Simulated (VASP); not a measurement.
Wanted: the native input for a VASP 6.6.1 run.

- Task: single point
- Functional: PBEsol
- Potentials or basis: VASP PAW PBE potentials, release 64 (Ti_sv, Al)
- Cutoff: 520 eV
- k mesh: 16 × 16 × 16
- Occupations: gaussian, width 0.15 eV
- Spin: no spin polarisation
- Dipole correction: no
- Further INCAR settings: ALGO = Fast; EDIFF = 1e-06; NBANDS = 14

The structure of TiAl lies in POSCAR:

```
TiAl
1.0
    3.1790640000      0.0000000000      0.0000000000
    0.0000000000      3.1790640000      0.0000000000
    0.0000000000      0.0000000000      3.1790640000
Ti Al
1 1
Direct
    0.0000000000      0.0000000000     -0.0314557996
    0.5000000000      0.5000000000      0.5000000000
```

This cell differs from its parent crystal: all Ti atoms moved -0.100 Å, as atom 1 along Cartesian [0 0 1].

One way to write it, as run:

INCAR

```
ALGO     = Fast           # electronic algorithm
EDIFF    = 1E-6           # SCF threshold, eV
ENCUT    = 520            # plane-wave cutoff, eV
GGA      = PS             # functional
ISIF     = 2              # what is computed and relaxed
ISMEAR   = 0              # smearing method
LASPH    = T              # aspherical terms in the spheres
LCHARG   = T              # write CHGCAR
LELF     = T              # ELF
LREAL    = F              # projectors in reciprocal space
LVHAR    = T            
LWAVE    = F              # write WAVECAR
NBANDS   = 14             # bands
NELM     = 80             # most SCF steps
PREC     = Accurate       # precision mode
SIGMA    = 0.15           # smearing width, eV
```

KPOINTS

```
k-points
0
Gamma
  16 16 16
```

Potentials or basis: VASP PAW PBE potentials, release 64 (Ti_sv, Al).

Run with:

```bash
$ cat potpaw_PBE.64/Ti_sv/POTCAR potpaw_PBE.64/Al/POTCAR > POTCAR
$ mpirun -np 1 vasp_std > vasp.out
```

It gave:

| Quantity | Value |
| --- | --- |
| Pressure | -2.0 GPa |
| Largest force | 0.618 eV/Å |
| Band gap on the k mesh | zero (an odd number of electrons rules out a gap without spin polarisation) |

Caveat: the cell differs from its parent crystal (all Ti atoms moved -0.100 Å, as atom 1 along Cartesian [0 0 1]); the PAW data sets were made with another functional, which shifts forces and pressure a little.

Run time: 4.4 min on 1 thread of Intel Xeon 8259CL (shared host), peak memory 0.3 GiB.
